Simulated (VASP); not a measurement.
Set up this calculation in VASP 6.6.1, as the native input.

| Quantity | Value |
| --- | --- |
| Task | relaxation of cell and atoms |
| Functional | PBE |
| Potentials or basis | VASP PAW PBE potentials, release 64 (As) |
| Cutoff | 600 eV |
| k mesh | 22 × 22 × 20 |
| Occupations | gaussian, width 0.1 eV |
| Spin | no spin polarisation |
| Dipole correction | no |
| Further INCAR settings | ALGO = Normal; EDIFF = 1e-06; IBRION = 2; EDIFFG = -0.01; NSW = 100; ISIF = 3 |

The structure of As lies in POSCAR:

```
As
1.0
    1.4143047689     -2.6785862120      0.0000000000
    1.4143047689      2.6785862120      0.0000000000
    0.0000000000      0.0000000000      2.6886894448
As
1
Direct
    0.5000000000      0.5000000000      0.0000000000
```

These files were run (other wordings do the same):

INCAR

```
  PREC = Accurate
  ENCUT = 600
  EDIFF = 1E-6
  ISMEAR = 0
  SIGMA = 0.1
  LREAL = F
  LASPH = T
  NELM = 100
  ALGO = Normal
  ISIF = 3
  LWAVE = F
  LCHARG = F
  GGA = PE
  IBRION = 2
  NSW = 100
  EDIFFG = -0.01
```

KPOINTS

```
regular mesh
0
Gamma
  22 22 20
```

Potentials or basis: VASP PAW PBE potentials, release 64 (As).

The run is started by

```console
$ cat potpaw_PBE.64/As/POTCAR > POTCAR
$ mpirun -np 1 vasp_std > vasp.out
```

Results of the run:

```
Relaxed volume                         : 20.11 Å³/atom
Relaxed cell                           : a = 2.906 Å, b = 2.906 Å, c = 2.749 Å, α = 90.00°, β = 90.00°, γ = 120.00°
Space group after relaxing (to 0.05 Å) : P6/mmm (No. 191)
Energy gained by relaxing              : 19.0 meV/atom
Ionic steps                            : 11
Pressure after relaxing                : 0.0 GPa
```

It took 8.5 min on 1 thread of Intel Xeon 6975P-C (shared host), peak memory 0.36 GiB.
